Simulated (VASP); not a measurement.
# TaN: relaxation of cell and atoms with PBEsol

The system is TaN.

```xyz
2
Lattice="0.0000 2.2113 2.2113 2.2113 0.0000 2.2113 2.2113 2.2113 0.0000" Properties=species:S:1:pos:R:3 pbc="T T T"
Ta    2.2113    2.2113    2.2113
N     0.0000    0.0000    0.0000
```

```json
{
 "Program": "VASP 6.6.1",
 "Task": "relaxation of cell and atoms",
 "Functional": "PBEsol",
 "Potentials or basis": "VASP PAW PBE potentials, release 64 (Ta_pv, N)",
 "Cutoff": "600 eV",
 "k mesh": "10 × 10 × 10",
 "Occupations": "fermi-dirac, width 0.05 eV",
 "Spin": "no spin polarisation",
 "Target pressure": "30 GPa",
 "Dipole correction": "no",
 "Further INCAR settings": "ALGO = Normal; EDIFF = 1e-06; IBRION = 2; EDIFFG = -0.01; NSW = 60; ISIF = 3"
}
```

- Relaxed volume: 9.77 Å³/atom
- Relaxed cell: a = 3.023 Å, b = 3.023 Å, c = 3.023 Å, α = 60.00°, β = 60.00°, γ = 60.00°
- Space group after relaxing (to 0.1 Å): Fm-3m (No. 225)
- Energy change on relaxing (the run minimises the enthalpy): +53.3 meV/atom
- Ionic steps: 5
- Pressure after relaxing: 30.0 GPa
- Band gap on the k mesh: zero (bands 8 and 9 overlap by 4.56 eV)

The path:
```
step  energy change (eV)  largest force (eV/Å)  pressure (GPa)  volume (Å³)
   1              0.0000                0.0000          -10.00        21.63
   2              4.8561                0.0000          327.09        14.23
   3              0.0632                0.0000           23.79        19.80
   4              0.0914                0.0000           27.94        19.63
   5              0.1066                0.0000           30.03        19.54
```

Final structure:
```cif
data_structure
_symmetry_space_group_name_H-M 'P 1'
_symmetry_Int_Tables_number 1
_cell_length_a 3.0234
_cell_length_b 3.0234
_cell_length_c 3.0234
_cell_angle_alpha 60.000
_cell_angle_beta 60.000
_cell_angle_gamma 60.000
_cell_volume 19.54
loop_
_atom_site_label
_atom_site_type_symbol
_atom_site_fract_x
_atom_site_fract_y
_atom_site_fract_z
_atom_site_occupancy
Ta1 Ta 0.50000 0.50000 0.50000 1
N1 N 0.00000 0.00000 0.00000 1
```

Levels at points of the mesh, in eV from the Fermi level:
| k point | band 4 | band 5 | band 6 | band 7 | band 8 | band 9 | band 10 | band 11 | band 12 |
| --- | --- | --- | --- | --- | --- | --- | --- | --- | --- |
| (0.00, 0.00, 0.00) | -19.53 | -4.04 | -4.04 | -4.04 | -2.41 | -2.41 | -2.41 | 0.01 | 0.01 |
| (0.50, 0.00, 0.00) | -15.89 | -11.13 | -8.24 | -8.24 | 2.15 | 2.15 | 2.27 | 4.07 | 8.48 |
| (0.50, 0.50, 0.00) | -18.24 | -6.79 | -6.14 | -4.81 | -4.81 | 2.35 | 4.04 | 4.04 | 5.50 |

Run time: 69 s on 1 thread of Intel(R) Xeon(R) Platinum 8488C (Sapphire Rapids), with other jobs on the host, peak memory 0.18 GiB.

Caveat: the cell is relaxed towards a set pressure, so the run minimises the enthalpy, not the energy; the PAW data sets were made with another functional, which shifts forces and pressure a little; spin-orbit coupling is left out, which moves the levels of the heavy elements.
